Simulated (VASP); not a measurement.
# CrBiF3 (Pm-3m) in VASP: a series of runs

CrBiF3 is run at these levels: PBE; tasks: single point, relaxation of cell and atoms.

Everything below comes from runs of VASP 6.6.1. Logs are shortened: lines on timing, memory, paths and dates and some standing lists are left out, and cuts for length are marked.

## Step 1: The cell of the first run

It takes space group Pm-3m (No. 221, cubic). The conventional cell has a = 4.673 Å, b = 4.673 Å, c = 4.673 Å, α = 90.00°, β = 90.00°, γ = 90.00°. Within 4.3 Å of Cr (site symmetry m-3m) lie 12 F at 3.30 Å and 8 Bi at 4.05 Å. Bi (site symmetry m-3m) has 6 F at 2.34 Å within 3.1 Å. Within 3.1 Å of F (site symmetry 4/mmm) lie 2 Bi at 2.34 Å.

## Step 2: Single point, PBE, collinear spin, ferromagnetic start

File INCAR:

```
  ALGO = Normal
  EDIFF = 1E-6
  ENCUT = 520
  GGA = PE
  ISIF = 2
  ISMEAR = 0
  ISPIN = 2
  LASPH = True
  LCHARG = False
  LMAXMIX = 4
  LORBIT = 11
  LREAL = False
  LWAVE = False
  MAGMOM = 3 0 0 0 0
  NBANDS = 36
  NELM = 150
  PREC = Accurate
  SIGMA = 0.1
```

File KPOINTS:

```
k-points
0
Gamma
  4 4 4
```

File POSCAR:

```
CrBiF3
1.0
    4.6734627947      0.0000000000      0.0000000000
    0.0000000000      4.6734627947      0.0000000000
    0.0000000000      0.0000000000      4.6734627947
Cr Bi F
1 1 3
Direct
    0.0000000000      0.0000000000      0.0000000000
    0.5000000000      0.5000000000      0.5000000000
    0.5000000000      0.5000000000      0.0000000000
    0.5000000000      0.0000000000      0.5000000000
    0.0000000000      0.5000000000      0.5000000000
```

Potentials or basis: VASP PAW PBE potentials, release 64 (Cr_pv, Bi_d, F).

On the command line:

```bash
cat potpaw_PBE.64/Cr_pv/POTCAR potpaw_PBE.64/Bi_d/POTCAR potpaw_PBE.64/F/POTCAR > POTCAR
mpirun -np 1 vasp_std > vasp.out
```

OUTCAR:

```text
EDIFF = 1E-6
   ENCUT = 520
   GGA = PE
   ISIF = 2
   ISMEAR = 0
   ISPIN = 2
   LASPH = True
   LORBIT = 11
   LREAL = False
   NELM = 150
   PREC = Accurate

 ion  position               nearest neighbor table
   1  0.000  0.000  0.000-
   2  0.500  0.500  0.500-   3 2.34   4 2.34   5 2.34   3 2.34   4 2.34   5 2.34
   3  0.500  0.500  0.000-   2 2.34   2 2.34
   4  0.500  0.000  0.500-   2 2.34   2 2.34
   5  0.000  0.500  0.500-   2 2.34   2 2.34

  LATTYP: Found a simple cubic cell.
 ALAT       =     4.6734627947

  Lattice vectors:

 A1 = (   4.6734627947,   0.0000000000,   0.0000000000)
 A2 = (   0.0000000000,   4.6734627947,   0.0000000000)
 A3 = (   0.0000000000,   0.0000000000,   4.6734627947)

Analysis of symmetry for initial positions (statically):
=====================================================================
 Subroutine PRICEL returns:
 Original cell was already a primitive cell.

 Routine SETGRP: Setting up the symmetry group for a
 simple cubic supercell.

 Subroutine GETGRP returns: Found 48 space group operations
[... 9 lines left out ...]

 Routine SETGRP: Setting up the symmetry group for a
 simple cubic supercell.

 Subroutine GETGRP returns: Found 48 space group operations
 (whereof 48 operations were pure point group operations)
 out of a pool of 48 trial point group operations.

The dynamic configuration has the point symmetry O_h .

Analysis of structural, dynamic, and magnetic symmetry:
=====================================================================
 Subroutine PRICEL returns:
 Original cell was already a primitive cell.

 Routine SETGRP: Setting up the symmetry group for a
 simple cubic supercell.

 Subroutine GETGRP returns: Found 48 space group operations
 (whereof 48 operations were pure point group operations)
 out of a pool of 48 trial point group operations.

The overall configuration has the point symmetry O_h .

 Subroutine INISYM returns: Found 48 space group operations
[... 5 lines left out ...]
                                     Primitive cell

  volume of cell :     102.0743

  direct lattice vectors                    reciprocal lattice vectors
     4.673462795  0.000000000  0.000000000     0.213974101  0.000000000  0.000000000
     0.000000000  4.673462795  0.000000000     0.000000000  0.213974101  0.000000000
     0.000000000  0.000000000  4.673462795     0.000000000  0.000000000  0.213974101

  length of vectors
[... 99 lines left out ...]
   LHFCALC =     F    Hartree Fock is set to
   AEXX    =    0.0000 exact exchange contribution
   IVDW    =     0    specifies the selected vdW correction
   LEPSILON=     F    determine dielectric tensor
   LRPA    =     F    only Hartree local field effects (RPA)
 spin polarized calculation
 Gauss-broadening in eV      SIGMA  =   0.10
  energy-cutoff  :      520.00
  volume of cell :      102.07
 maximum number of plane-waves:      2800
 NGX is ok and might be reduce to    36
   NGX = 17   NGY = 17   NGZ = 17

 number of electron      47.9999989 magnetization       5.8459223

 Free energy of the ion-electron system (eV)
  ---------------------------------------------------
  ext. energy  EPLUGINS =         0.00000000
  ---------------------------------------------------
  free energy    TOTEN  =       -24.60119763 eV

  energy without entropy =      -24.59143687  energy(sigma->0) =      -24.59631725

 E-fermi :   4.0275     XC(G=0):  -8.7446

 val. band max:        4.0018180152   @ k =   0.5000   0.5000   0.0000
 cond. band min:       4.0499211649   @ k =   0.5000   0.0000   0.0000
 fundamental gap:      0.0481031498
 Fermi energy:         4.0275044479

 spin component 1

 k-point     1 :       0.0000    0.0000    0.0000
  band No.  band energies     occupation
      1     -39.2671      1.00000
      2     -39.2671      1.00000
      3     -39.2671      1.00000
      4     -21.7768      1.00000
      5     -21.7768      1.00000
      6     -21.0697      1.00000
[... 379 lines left out ...]
     35      14.7076      0.00000
     36      14.7076      0.00000
 Fermi energy:         4.0275044479

 spin component 2

 k-point     1 :       0.0000    0.0000    0.0000
  band No.  band energies     occupation
      1     -34.9401      1.00000
      2     -34.9401      1.00000
      3     -34.9401      1.00000
      4     -21.7166      1.00000
      5     -21.7166      1.00000
      6     -20.9611      1.00000
[... 379 lines left out ...]
     35      15.5339      0.00000
     36      15.5339      0.00000

------------------------ aborting loop because EDIFF is reached ----------------------------------------

  FORCE on cell =-STRESS in cart. coord.  units (eV):
  Direction    XX          YY          ZZ          XY          YZ          ZX
  --------------------------------------------------------------------------------------
  -------------------------------------------------------------------------------------
  Total        0.1103207      0.1103207      0.1103207      0.0000000     -0.0000000      0.0000000
  in kB        1.7316142      1.7316142      1.7316142      0.0000000     -0.0000000      0.0000000
  external PRESSURE =       1.7316142 kB  Pullay stress =       0.0000000 kB

 VOLUME and BASIS-vectors are now :
 -----------------------------------------------------------------------------
  energy-cutoff  :      520.00
  volume of cell :      102.07
      direct lattice vectors                 reciprocal lattice vectors
     4.673462795  0.000000000  0.000000000     0.213974101  0.000000000  0.000000000
     0.000000000  4.673462795  0.000000000     0.000000000  0.213974101  0.000000000
     0.000000000  0.000000000  4.673462795     0.000000000  0.000000000  0.213974101

 POSITION                                       TOTAL-FORCE (eV/Angst)
 -----------------------------------------------------------------------------------
      0.00000      0.00000      0.00000         0.000000      0.000000      0.000000
      2.33673      2.33673      2.33673         0.000000      0.000000      0.000000
      2.33673      2.33673      0.00000         0.000000      0.000000      0.000000
      2.33673      0.00000      2.33673         0.000000      0.000000      0.000000
      0.00000      2.33673      2.33673         0.000000      0.000000      0.000000
 -----------------------------------------------------------------------------------
    total drift:                                0.000000      0.000000      0.000000

  FREE ENERGIE OF THE ION-ELECTRON SYSTEM (eV)
  ---------------------------------------------------
  free  energy   TOTEN  =       -24.6011976293 eV

  energy  without entropy=      -24.5914368687  energy(sigma->0) =      -24.59631725

 total charge

# of ion       s       p       d       tot
------------------------------------------
    1        0.201   5.990   4.311  10.502
    2        1.686   0.716  10.004  12.406
    3        1.750   4.306   0.000   6.056
    4        1.750   4.306   0.000   6.056
    5        1.750   4.306   0.000   6.056
--------------------------------------------------
tot          7.136  19.624  14.315  41.075

 magnetization (x)

# of ion       s       p       d       tot
------------------------------------------
    1        0.188   0.010   4.297   4.494
    2        0.010   0.085   0.001   0.096
    3        0.007   0.049   0.000   0.056
    4        0.007   0.049   0.000   0.056
    5        0.007   0.049   0.000   0.056
--------------------------------------------------
tot          0.220   0.241   4.298   4.759
```

OSZICAR:

```text
N       E                     dE             d eps       ncg     rms          rms(c)
DAV:   1     0.569231007049E+03    0.56923E+03   -0.24609E+04  1440   0.142E+03
DAV:   2     0.413108644508E+02   -0.52792E+03   -0.48964E+03  1556   0.422E+02
DAV:   3    -0.244332916146E+02   -0.65744E+02   -0.64128E+02  1664   0.159E+02
DAV:   4    -0.267371341831E+02   -0.23038E+01   -0.22824E+01  1616   0.317E+01
DAV:   5    -0.268185517758E+02   -0.81418E-01   -0.81290E-01  2052   0.568E+00    0.122E+01
DAV:   6    -0.259755017406E+02    0.84305E+00   -0.18583E+01  1848   0.284E+01    0.135E+01
DAV:   7    -0.247139634623E+02    0.12615E+01   -0.36509E+00  1520   0.115E+01    0.528E+00
DAV:   8    -0.245895569873E+02    0.12441E+00   -0.10142E+00  1528   0.535E+00    0.211E+00
DAV:   9    -0.246024315017E+02   -0.12875E-01   -0.12459E-01  1648   0.237E+00    0.120E+00
DAV:  10    -0.246018709001E+02    0.56060E-03   -0.58586E-02  1708   0.166E+00    0.577E-01
DAV:  11    -0.246010647013E+02    0.80620E-03   -0.12787E-02  1616   0.945E-01    0.196E-01
DAV:  12    -0.246011045811E+02   -0.39880E-04   -0.13546E-03  1864   0.294E-01    0.766E-02
DAV:  13    -0.246011790779E+02   -0.74497E-04   -0.45668E-04  1492   0.206E-01    0.390E-02
DAV:  14    -0.246011936775E+02   -0.14600E-04   -0.34747E-05  1848   0.553E-02    0.167E-02
DAV:  15    -0.246011947713E+02   -0.10938E-05   -0.70065E-06  1684   0.248E-02    0.107E-02
DAV:  16    -0.246011973647E+02   -0.25934E-05   -0.41245E-06  1340   0.146E-02    0.231E-03
DAV:  17    -0.246011976293E+02   -0.26459E-06   -0.42837E-07  1024   0.592E-03
   1 F= -.24601198E+02 E0= -.24596317E+02  d E =-.976076E-02  mag=     5.8463
```

Wall time 2 min (1 thread of Intel Xeon 8259CL, shared host); peak memory 0.26 GiB.

Results:

| Item | Value |
| --- | --- |
| Free energy | -24.6012 eV |
| Pressure | 0.2 GPa |
| Net moment | 5.85 μB per cell |
| Site moments | Cr +4.49; Bi +0.10; F +0.06 μB |
| Valence electrons inside the program's atomic spheres | Cr 10.50; Bi 12.41; F 6.06 |

Caveat: spin-orbit coupling is left out, which moves the levels of the heavy elements; a cell with one magnetic atom can't hold antiferromagnetic order, which such compounds often take; semilocal functionals often make such compounds metallic where correlation or magnetic order opens a gap, which also shifts bond lengths.

## Step 3: Relaxation of cell and atoms, PBE, collinear spin, ferromagnetic start

This run uses another cell than the first one, of 14.51 Å³/atom, 0.711 times its volume.

File INCAR:

```
SYSTEM = CrBiF3
PREC = Accurate
ENCUT = 600
EDIFF = 1E-6
ISMEAR = 0
SIGMA = 0.1
LREAL = .FALSE.
LASPH = .TRUE.
NELM = 150
ALGO = Normal
ISIF = 3
LWAVE = .FALSE.
LCHARG = .FALSE.
ISPIN = 2
MAGMOM = 3 0 0 0 0
LORBIT = 11
LMAXMIX = 4
GGA = PE
IBRION = 2
NSW = 90
EDIFFG = -0.04
```

File KPOINTS:

```
regular mesh
0
G
  4 4 4
  0 0 0
```

Changes to POSCAR since step 2:

```diff
@@ -2,5 +2,5 @@
 1.0
-    4.6734627947      0.0000000000      0.0000000000
-    0.0000000000      4.6734627947      0.0000000000
-    0.0000000000      0.0000000000      4.6734627947
+    4.1711356600      0.0000000000      0.0000000000
+    0.0000000000      4.1711356600      0.0000000000
+    0.0000000000      0.0000000000      4.1711356600
 Cr Bi F
```

Potentials or basis: VASP PAW PBE potentials, release 64 (Cr_pv, Bi_d, F).

On the command line:

```bash
cat potpaw_PBE.64/Cr_pv/POTCAR potpaw_PBE.64/Bi_d/POTCAR potpaw_PBE.64/F/POTCAR > POTCAR
mpirun -np 1 vasp_std > vasp.out
```

OUTCAR:

```text
SYSTEM = CrBiF3
   PREC = Accurate
   ENCUT = 600
   EDIFF = 1E-6
   ISMEAR = 0
   LREAL = .FALSE.
   LASPH = .TRUE.
   NELM = 150
   ISIF = 3
   ISPIN = 2
   LORBIT = 11
   GGA = PE
   IBRION = 2
   NSW = 90
   EDIFFG = -0.04

 ion  position               nearest neighbor table
   1  0.000  0.000  0.000-
   2  0.500  0.500  0.500-   3 2.09   4 2.09   5 2.09   3 2.09   4 2.09   5 2.09
   3  0.500  0.500  0.000-   2 2.09   2 2.09
   4  0.500  0.000  0.500-   2 2.09   2 2.09
   5  0.000  0.500  0.500-   2 2.09   2 2.09

  LATTYP: Found a simple cubic cell.
 ALAT       =     4.1711356600

  Lattice vectors:

 A1 = (   4.1711356600,   0.0000000000,   0.0000000000)
 A2 = (   0.0000000000,   4.1711356600,   0.0000000000)
 A3 = (   0.0000000000,   0.0000000000,   4.1711356600)

Analysis of symmetry for initial positions (statically):
=====================================================================
 Subroutine PRICEL returns:
 Original cell was already a primitive cell.

 Routine SETGRP: Setting up the symmetry group for a
 simple cubic supercell.

 Subroutine GETGRP returns: Found 48 space group operations
[... 9 lines left out ...]

 Routine SETGRP: Setting up the symmetry group for a
 simple cubic supercell.
[... 159 lines left out ...]

  energy without entropy =      -21.72832272  energy(sigma->0) =      -21.73014485

 E-fermi :   7.9800     XC(G=0): -10.3954

 val. band max:        7.8041683876   @ k =   0.5000   0.5000   0.2500
 cond. band min:       8.0424170478   @ k =   0.5000   0.5000   0.0000
 fundamental gap:      0.2382486602
 Fermi energy:         7.9799538828

 spin component 1

 k-point     1 :       0.0000    0.0000    0.0000
  band No.  band energies     occupation
      1     -35.8334      1.00000
      2     -35.8334      1.00000
      3     -35.8334      1.00000
      4     -20.3321      1.00000
      5     -20.3321      1.00000
      6     -20.1167      1.00000
[... 768 lines left out ...]
--------------------------------------- Ionic step        4  -------------------------------------------

 number of electron      47.9999991 magnetization       5.8475646

 Free energy of the ion-electron system (eV)
  ---------------------------------------------------
  ext. energy  EPLUGINS =         0.00000000
  ---------------------------------------------------
  free energy    TOTEN  =       -24.54497759 eV

  energy without entropy =      -24.53520511  energy(sigma->0) =      -24.54009135

 E-fermi :   4.0674     XC(G=0):  -8.7627

 val. band max:        4.0429118214   @ k =   0.5000   0.5000   0.0000
 cond. band min:       4.0892913621   @ k =   0.5000   0.0000   0.0000
 fundamental gap:      0.0463795407
 Fermi energy:         4.0674037736

 spin component 1

 k-point     1 :       0.0000    0.0000    0.0000
  band No.  band energies     occupation
      1     -39.2318      1.00000
      2     -39.2318      1.00000
      3     -39.2318      1.00000
      4     -21.7601      1.00000
      5     -21.7601      1.00000
      6     -21.0596      1.00000
[... 684 lines left out ...]
  FREE ENERGIE OF THE ION-ELECTRON SYSTEM (eV)
  ---------------------------------------------------
  free  energy   TOTEN  =       -24.5449775910 eV

  energy  without entropy=      -24.5352051075  energy(sigma->0) =      -24.54009135

 reached required accuracy - stopping structural energy minimisation

 total charge

# of ion       s       p       d       tot
------------------------------------------
    1        0.202   5.990   4.311  10.503
    2        1.686   0.717  10.005  12.408
    3        1.756   4.308   0.000   6.064
    4        1.756   4.308   0.000   6.064
    5        1.756   4.308   0.000   6.064
--------------------------------------------------
tot          7.156  19.630  14.316  41.103

 magnetization (x)

# of ion       s       p       d       tot
------------------------------------------
    1        0.188   0.010   4.297   4.495
    2        0.010   0.084   0.001   0.095
    3        0.007   0.049   0.000   0.056
    4        0.007   0.049   0.000   0.056
    5        0.007   0.049   0.000   0.056
--------------------------------------------------
tot          0.221   0.241   4.298   4.760
```

It took 7.6 min on 1 thread of Intel Xeon 8259CL, shared host; peak memory 0.27 GiB.

Results:

```
Free energy                                           : -24.5450 eV
Relaxed volume                                        : 20.34 Å³/atom
Relaxed cell                                          : a = 4.667 Å, b = 4.667 Å, c = 4.667 Å, α = 90.00°, β = 90.00°, γ = 90.00°
Space group after relaxing (to 0.05 Å)                : Pm-3m (No. 221)
Energy gained by relaxing                             : 562.6 meV/atom
Ionic steps                                           : 4
Pressure after relaxing                               : 0.0 GPa
Net moment                                            : 5.85 μB per cell
Site moments                                          : Cr +4.50; Bi +0.10; F +0.06 μB
Valence electrons inside the program's atomic spheres : Cr 10.50; Bi 12.41; F 6.06
```

The path:
| step | energy change (eV) | largest force (eV/Å) | pressure (GPa) | volume (Å³) |
| --- | --- | --- | --- | --- |
| 1 | 0.0000 | 0.0000 | 42.17 | 72.57 |
| 2 | -2.2635 | 0.0000 | -8.38 | 120.54 |
| 3 | -2.8112 | 0.0000 | 0.60 | 100.61 |
| 4 | -2.8130 | 0.0000 | -0.01 | 101.68 |

Final structure:
```xyz
5
Lattice="4.6674 0.0000 0.0000 0.0000 4.6674 0.0000 0.0000 0.0000 4.6674" Properties=species:S:1:pos:R:3 pbc="T T T"
Cr    0.0000    0.0000    0.0000
Bi    2.3337    2.3337    2.3337
F     2.3337    2.3337    0.0000
F     2.3337    0.0000    2.3337
F     0.0000    2.3337    2.3337
```

Levels at points of the mesh, in eV from the Fermi level:
Spin up:
```csv
k point,band 23,band 24,band 25,band 26,band 27,band 28,band 29,band 30
"(0.00, 0.00, 0.00)",-0.89,-0.89,-0.66,-0.66,-0.66,3.00,3.00,3.00
"(0.50, 0.00, 0.00)",-0.76,-0.64,-0.60,-0.60,-0.40,2.02,2.11,3.15
"(0.50, 0.50, 0.00)",-0.69,-0.59,-0.59,-0.52,-0.02,-0.02,0.13,2.75
"(0.50, 0.50, 0.50)",-1.15,-1.15,-0.54,-0.54,0.03,0.53,0.53,0.53
```
Spin down:
| k point | band 19 | band 20 | band 21 | band 22 | band 23 | band 24 |
| --- | --- | --- | --- | --- | --- | --- |
| (0.00, 0.00, 0.00) | -5.78 | -5.78 | -5.78 | 0.16 | 2.72 | 2.72 |
| (0.50, 0.00, 0.00) | -5.84 | -5.84 | -5.02 | 0.02 | 2.72 | 2.72 |
| (0.50, 0.50, 0.00) | -5.89 | -5.46 | -3.96 | 0.28 | 0.28 | 2.12 |
| (0.50, 0.50, 0.50) | -5.45 | -5.45 | -3.01 | -0.07 | -0.07 | -0.07 |

Caveat: the k points lie up to 0.34 Å⁻¹ apart in the final cell; the volume moved by over 15 % at a fixed basis, so the end points are rough; spin-orbit coupling is left out, which moves the levels of the heavy elements; a cell with one magnetic atom can't hold antiferromagnetic order, which such compounds often take; semilocal functionals often make such compounds metallic where correlation or magnetic order opens a gap, which also shifts bond lengths. With open d or f shells a metallic result of PBE can be an artefact of self-interaction; +U or a hybrid may open a gap.
